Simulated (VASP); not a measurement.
# SiW8C8 in VASP: single point with PBE

Aim: the single point of SiW8C8 with PBE.

All numbers are computed with VASP 6.6.1; they aren't measurements. Logs are shortened: lines on timing, memory, paths and dates and some standing lists are left out, and cuts for length are marked.

## 1. The cell of the first run

The cell holds a slab with vacuum, 17 atoms: a = 5.798 Å, b = 5.798 Å, c = 17.253 Å, α = 90.00°, β = 90.00°, γ = 120.00°.

## 2. Single point, PBE

The input, INCAR:

```
PREC = Accurate
ENCUT = 520
EDIFF = 1E-7
ISMEAR = 0
SIGMA = 0.05
LREAL = Auto
LASPH = T
NELM = 100
ALGO = Normal
ISIF = 2
LWAVE = F
LCHARG = T
GGA = PE
LELF = T
LVHAR = T
NBANDS = 88
```

The input, KPOINTS:

```
regular mesh
0
Gamma
  3 3 1
```

The input, POSCAR:

```
SiW8C8
1.0
    5.7975800000      0.0000000000      0.0000000000
   -2.8987900000      5.0208520000      0.0000000000
    0.0000000000      0.0000000000     17.2532800000
W C Si
8 8 1
Direct
    0.0000000000      0.0000000000      0.0579599937
    0.0003510555      0.0008980548      0.2215763611
    0.0000000000      0.5000000000      0.0579599937
    0.0004208904      0.4996733622      0.2216033125
    0.5000000000      0.0000000000      0.0579599937
    0.5000732450      0.0000312696      0.2283248171
    0.5000000000      0.5000000000      0.0579599937
    0.4993308678      0.4998201500      0.2215975165
    0.3345288223      0.1655820566      0.1352031614
    0.3313087283      0.1682618807      0.2978470181
    0.3344893744      0.6690563673      0.1352259396
    0.3314749991      0.6624901511      0.2978392514
    0.8309750768      0.1655778740      0.1352066390
    0.8372355219      0.1681822129      0.2978560598
    0.8332768566      0.6667179196      0.1335569816
    0.8334540627      0.6664227506      0.2855627452
    1.1666960175      0.3328359410      0.3501484355
```

Potentials or basis: VASP PAW PBE potentials, release 64 (W_sv, C, Si).

The run is started by

```sh
$ cat potpaw_PBE.64/W_sv/POTCAR potpaw_PBE.64/C/POTCAR potpaw_PBE.64/Si/POTCAR > POTCAR
$ mpirun -np 1 vasp_std > vasp.out
```

OUTCAR:

```text
PREC = Accurate
   ENCUT = 520
   EDIFF = 1E-7
   ISMEAR = 0
   LREAL = Auto
   LASPH = T
   NELM = 100
   ISIF = 2
   GGA = PE

 ion  position               nearest neighbor table
   1  0.000  0.000  0.058-  15 2.12   9 2.14  13 2.14   2 2.82   5 2.90   5 2.90   3 2.90   3 2.90
                             7 2.90   7 2.90
   2  0.000  0.001  0.222-  16 2.01  14 2.12  10 2.12  13 2.24   9 2.24  15 2.26  17 2.77   1 2.82
                             4 2.89   8 2.89   6 2.90   6 2.90   8 2.90   4 2.91
   3  0.000  0.500  0.058-  15 2.12  13 2.14  11 2.14   4 2.82   7 2.90   7 2.90   5 2.90   1 2.90
                             1 2.90   5 2.90
   4  0.000  0.500  0.222-  16 2.01  12 2.12  14 2.12  11 2.24  13 2.24  15 2.26  17 2.78   3 2.82
                             2 2.89   8 2.89   6 2.90   6 2.90   8 2.91   2 2.91
   5  0.500  0.000  0.058-  13 2.13  11 2.13   9 2.13   1 2.90   1 2.90   3 2.90   7 2.90   7 2.90
                             3 2.90   6 2.94
   6  0.500  0.000  0.228-  10 2.07  14 2.07  12 2.08  13 2.31  11 2.31   9 2.31   8 2.90   2 2.90
                             4 2.90   4 2.90   2 2.90   8 2.90   5 2.94
   7  0.500  0.500  0.058-  15 2.12   9 2.14  11 2.14   8 2.82   3 2.90   3 2.90   5 2.90   5 2.90
                             1 2.90   1 2.90
   8  0.499  0.500  0.222-  16 2.01  12 2.12  10 2.12  11 2.24   9 2.24  15 2.26  17 2.78   7 2.82
                             4 2.89   2 2.89   6 2.90   6 2.90   2 2.90   4 2.91
   9  0.335  0.166  0.135-   5 2.13   7 2.14   1 2.14   2 2.24   8 2.24   6 2.31
  10  0.331  0.168  0.298-  17 1.88   6 2.07   2 2.12   8 2.12
  11  0.334  0.669  0.135-   5 2.13   3 2.14   7 2.14   8 2.24   4 2.24   6 2.31
  12  0.331  0.662  0.298-  17 1.89   6 2.08   8 2.12   4 2.12
  13  0.831  0.166  0.135-   5 2.13   3 2.14   1 2.14   2 2.24   4 2.24   6 2.31
  14  0.837  0.168  0.298-  17 1.88   6 2.07   2 2.12   4 2.12
  15  0.833  0.667  0.134-   7 2.12   1 2.12   3 2.12   8 2.26   2 2.26   4 2.26
  16  0.833  0.666  0.286-   4 2.01   8 2.01   2 2.01
  17  0.167  0.333  0.350-  10 1.88  14 1.88  12 1.89   2 2.77   8 2.78   4 2.78

  LATTYP: Found a hexagonal cell.
 ALAT       =     5.7975800000
 C/A-ratio  =     2.9759451357

  Lattice vectors:

 A1 = (   5.7975800000,   0.0000000000,   0.0000000000)
 A2 = (  -2.8987900000,   5.0208520000,   0.0000000000)
 A3 = (   0.0000000000,   0.0000000000,  17.2532800000)

Analysis of symmetry for initial positions (statically):
=====================================================================
 Subroutine PRICEL returns:
 Original cell was already a primitive cell.

 Routine SETGRP: Setting up the symmetry group for a
 hexagonal supercell.

 Subroutine GETGRP returns: Found  1 space group operations
 (whereof  1 operations were pure point group operations)
 out of a pool of 24 trial point group operations.

The static configuration has the point symmetry C_1 .

Analysis of symmetry for dynamics (positions and initial velocities):
=====================================================================
 Subroutine PRICEL returns:
 Original cell was already a primitive cell.

 Routine SETGRP: Setting up the symmetry group for a
 hexagonal supercell.

 Subroutine GETGRP returns: Found  1 space group operations
 (whereof  1 operations were pure point group operations)
 out of a pool of 24 trial point group operations.

The dynamic configuration has the point symmetry C_1 .

 Subroutine INISYM returns: Found  1 space group operations
 (whereof  1 operations are pure point group operations),
 and found     1 'primitive' translations

----------------------------------------------------------------------------------------

                                     Primitive cell

  volume of cell :     502.2221

  direct lattice vectors                    reciprocal lattice vectors
     5.797580000  0.000000000  0.000000000     0.172485761  0.099584692  0.000000000
    -2.898790000  5.020852000  0.000000000     0.000000000  0.199169384  0.000000000
     0.000000000  0.000000000 17.253280000     0.000000000  0.000000000  0.057959994

  length of vectors
     5.797580000  5.797580381 17.253280000     0.199169397  0.199169384  0.057959994

  position of ions in fractional coordinates (direct lattice)
     0.000000000  0.000000000  0.057959994
     0.000351055  0.000898055  0.221576361
     0.000000000  0.500000000  0.057959994
     0.000420890  0.499673362  0.221603313
     0.500000000  0.000000000  0.057959994
     0.500073245  0.000031270  0.228324817
[... 9 lines left out ...]
     0.833454063  0.666422751  0.285562745
     0.166696018  0.332835941  0.350148436

  ion indices of the primitive-cell ions
   primitive index   ion index
                 1           1
                 2           2
                 3           3
                 4           4
                 5           5
                 6           6
[... 9 lines left out ...]
                16          16
                17          17

----------------------------------------------------------------------------------------

 KPOINTS: regular mesh

Automatic generation of k-mesh.
 Grid dimensions read from file:
 generate k-points for:    3    3    1

 Generating k-lattice:

  Cartesian coordinates                     Fractional coordinates (reciprocal lattice)
     0.057495254  0.033194897  0.000000000     0.333333333  0.000000000  0.000000000
     0.000000000  0.066389795  0.000000000     0.000000000  0.333333333  0.000000000
     0.000000000  0.000000000  0.057959994     0.000000000  0.000000000  1.000000000

  Length of vectors
     0.066389799  0.066389795  0.057959994

  Shift w.r.t. Gamma in fractional coordinates (k-lattice)
     0.000000000  0.000000000  0.000000000

 Subroutine IBZKPT returns following result:
 ===========================================

 Found      5 irreducible k-points:

 Following reciprocal coordinates:
            Coordinates               Weight
  0.000000  0.000000  0.000000      1.000000
  0.333333  0.000000  0.000000      2.000000
  0.000000  0.333333  0.000000      2.000000
 -0.333333  0.333333  0.000000      2.000000
  0.333333  0.333333  0.000000      2.000000
   k-points           NKPTS =      5   k-points in BZ     NKDIM =      5   number of bands    NBANDS=     88
   number of dos      NEDOS =    301   number of ions     NIONS =     17
   total plane-waves  NPLWV = 294912
   dimension x,y,z NGX =    48 NGY =   48 NGZ =  128
   dimension x,y,z NGXF=    96 NGYF=   96 NGZF=  256
   ions per type =               8   8   1
   NGX,Y,Z   is equivalent  to a cutoff of  13.76, 13.76, 12.33 a.u.
   NGXF,Y,Z  is equivalent  to a cutoff of  27.53, 27.53, 24.67 a.u.
 SYSTEM =  unknown system
   PREC   = accura    normal or accurate (medium, high low for compatibility)
   ISTART =      0    job   : 0-new  1-cont  2-samecut
   ICHARG =      2    charge: 1-file 2-atom 10-const
   ISPIN  =      1    spin polarized calculation?
   LNONCOLLINEAR =      F non collinear calculations
   LSORBIT =      F    spin-orbit coupling
   LASPH  =      T    aspherical Exc in radial PAW
   ENCUT  =  520.0 eV  38.22 Ry    6.18 a.u.  10.78 10.78 32.08*2*pi/ulx,y,z
   NELM   =    100;   NELMIN=  2; NELMDL= -5     # of ELM steps
   EDIFF  = 0.1E-06   stopping-criterion for ELM
   LREAL  =      T    real-space projection
   EDIFFG = 0.1E-05   stopping-criterion for IOM
   NSW    =      0    number of steps for IOM
   IBRION =     -1    ionic relax: 0-MD 1-quasi-New 2-CG
   NFREE  =      0    steps in history (QN), initial steepest desc. (CG)
   ISIF   =      2    stress and relaxation
   ISYM   =      2    0-nonsym 1-usesym 2-fastsym
   POTIM  = 0.5000    time-step for ionic-motion
   TEBEG  =    0.0;   TEEND  =   0.0 temperature during run
   PSTRESS=    0.0 pullay stress
   NELECT =     148.0000    total number of electrons
   NUPDOWN=      -1.0000    fix difference up-down
   EMIN   =  10.00;   EMAX   =-10.00  energy-range for DOS
   EFERMI =   0.00;   METHOD = LEGACY
   ISMEAR =     0;   SIGMA  =   0.05  broadening in eV -4-tet -1-fermi 0-gaus
   EFERMI_NEDOS =   21; number of points for ismear=-14 and -15
   IALGO  =     38    algorithm
   IMIX   =      4    mixing-type and parameters
     AMIX     =   0.40;   BMIX     =  1.00
     AMIX_MAG =   1.60;   BMIX_MAG =  1.00
  volume/ion in A,a.u.               =      29.54       199.36
  Fermi-wavevector in a.u.,A,eV,Ry     =   1.089424  2.058712 16.147991  1.186844
  Thomas-Fermi vector in A             =   2.225627
   LORBIT       =      0    0 simple, 1 ext, 2 COOP (PROOUT), +10 PAW based schemes
   GGA     = PE    functional components
   LHFCALC =     F    Hartree Fock is set to
   AEXX    =    0.0000 exact exchange contribution
   IVDW    =     0    specifies the selected vdW correction
   LEPSILON=     F    determine dielectric tensor
   LRPA    =     F    only Hartree local field effects (RPA)
 non-spin polarized calculation
 Gauss-broadening in eV      SIGMA  =   0.05
  energy-cutoff  :      520.00
  volume of cell :      502.22
 maximum number of plane-waves:     13569
 NGX is ok and might be reduce to    48
   NGX = 21   NGY = 21   NGZ = 65

 number of electron     147.9999994 magnetization

 Free energy of the ion-electron system (eV)
  ---------------------------------------------------
  ext. energy  EPLUGINS =         0.00000000
  ---------------------------------------------------
  free energy    TOTEN  =      -170.27642973 eV

  energy without entropy =     -170.25524910  energy(sigma->0) =     -170.26583942

 E-fermi :   0.5334     XC(G=0):  -6.0692

 val. band max:        0.5310843531   @ k =   0.3333   0.0000   0.0000
 cond. band min:       0.5345729069   @ k =  -0.3333   0.3333   0.0000
 fundamental gap:      0.0034885538
 Fermi energy:         0.5333972609

 k-point     1 :       0.0000    0.0000    0.0000
  band No.  band energies     occupation
      1     -73.3101      2.00000
      2     -73.2637      2.00000
      3     -73.2129      2.00000
      4     -73.1892      2.00000
      5     -73.1887      2.00000
      6     -73.0918      2.00000
[... 78 lines left out ...]
     85       4.0140      0.00000
     86       4.0155      0.00000

 k-point     2 :       0.3333    0.0000    0.0000
  band No.  band energies     occupation
      1     -73.3084      2.00000
      2     -73.2535      2.00000
      3     -73.2158      2.00000
      4     -73.1964      2.00000
      5     -73.1890      2.00000
      6     -73.0840      2.00000
[... 78 lines left out ...]
     85       3.4578      0.00000
     86       3.6214      0.00000

 k-point     3 :       0.0000    0.3333    0.0000
  band No.  band energies     occupation
      1     -73.3084      2.00000
      2     -73.2535      2.00000
      3     -73.2156      2.00000
      4     -73.1969      2.00000
      5     -73.1887      2.00000
      6     -73.0838      2.00000
[... 78 lines left out ...]
     85       3.4577      0.00000
     86       3.6196      0.00000

 k-point     4 :      -0.3333    0.3333    0.0000
  band No.  band energies     occupation
      1     -73.3084      2.00000
      2     -73.2535      2.00000
      3     -73.2159      2.00000
      4     -73.1962      2.00000
      5     -73.1892      2.00000
      6     -73.0841      2.00000
[... 78 lines left out ...]
     85       3.4581      0.00000
     86       3.6217      0.00000

 k-point     5 :       0.3333    0.3333    0.0000
  band No.  band energies     occupation
      1     -73.3075      2.00000
      2     -73.2471      2.00000
      3     -73.2110      2.00000
      4     -73.2105      2.00000
      5     -73.1863      2.00000
      6     -73.0724      2.00000
[... 78 lines left out ...]
     85       3.2260      0.00000
     86       3.2524      0.00000
 [bands above 86 left out]

------------------------ aborting loop because EDIFF is reached ----------------------------------------

  FORCE on cell =-STRESS in cart. coord.  units (eV):
  Direction    XX          YY          ZZ          XY          YZ          ZX
  --------------------------------------------------------------------------------------
  -------------------------------------------------------------------------------------
  Total        3.8997858      3.7842974      0.8037143     -0.0291680      0.0112415     -0.0100262
  in kB       12.4410057     12.0725774      2.5639906     -0.0930511      0.0358623     -0.0319855
  external PRESSURE =       9.0258579 kB  Pullay stress =       0.0000000 kB

 VOLUME and BASIS-vectors are now :
 -----------------------------------------------------------------------------
  energy-cutoff  :      520.00
  volume of cell :      502.22
      direct lattice vectors                 reciprocal lattice vectors
     5.797580000  0.000000000  0.000000000     0.172485761  0.099584692  0.000000000
    -2.898790000  5.020852000  0.000000000     0.000000000  0.199169384  0.000000000
     0.000000000  0.000000000 17.253280000     0.000000000  0.000000000  0.057959994

 POSITION                                       TOTAL-FORCE (eV/Angst)
 -----------------------------------------------------------------------------------
      0.00000      0.00000      1.00000         0.001544      0.063221     -0.260147
     -0.00057      0.00451      3.82292         0.013851     -0.005486     -0.016912
     -1.44939      2.51043      1.00000         0.045731     -0.026887     -0.257709
     -1.44601      2.50879      3.82338         0.013688     -0.008241     -0.015846
      2.89879      0.00000      1.00000        -0.003151      0.002252      0.561870
      2.89912      0.00016      3.93935        -0.001814     -0.015125     -0.023743
[... 9 lines left out ...]
      2.90020      3.34601      4.92689        -0.005591      0.009474      0.067597
      0.00161      1.67112      6.04121        -0.004917      0.007765      0.019503
 -----------------------------------------------------------------------------------
    total drift:                               -0.001373     -0.004624     -0.014552

  FREE ENERGIE OF THE ION-ELECTRON SYSTEM (eV)
  ---------------------------------------------------
  free  energy   TOTEN  =      -170.2764297348 eV

  energy  without entropy=     -170.2552491009  energy(sigma->0) =     -170.26583942
```

Wall time 14 min (1 thread of AMD EPYC 7R43 (Zen 3), shared host); peak memory 0.63 GiB.

What came out:

| Item | Value |
| --- | --- |
| Free energy | -170.2764 eV |
| Largest force | 0.562 eV/Å |
| Band gap on the k mesh | zero (bands 74 and 75 overlap by 0.71 eV) |

Forces on the atoms (eV/Å):
```
W    0.002  0.063 -0.260
W    0.014 -0.005 -0.017
W    0.046 -0.027 -0.258
W    0.014 -0.008 -0.016
W   -0.003  0.002  0.562
W   -0.002 -0.015 -0.024
W   -0.050 -0.031 -0.261
W   -0.008 -0.023 -0.018
C    0.007 -0.003  0.005
C    0.015 -0.001  0.057
C    0.001  0.011  0.004
C   -0.005  0.018  0.061
C   -0.008 -0.002  0.004
C   -0.016  0.002  0.061
C    0.004  0.003  0.011
C   -0.006  0.009  0.068
Si  -0.005  0.008  0.020
```

Caveat: the k points lie up to 0.42 Å⁻¹ apart, too coarse for converged energies and pressures of a metal; there is no dipole correction, which matters where the two faces differ; spin-orbit coupling is left out, which moves the levels of the heavy elements.
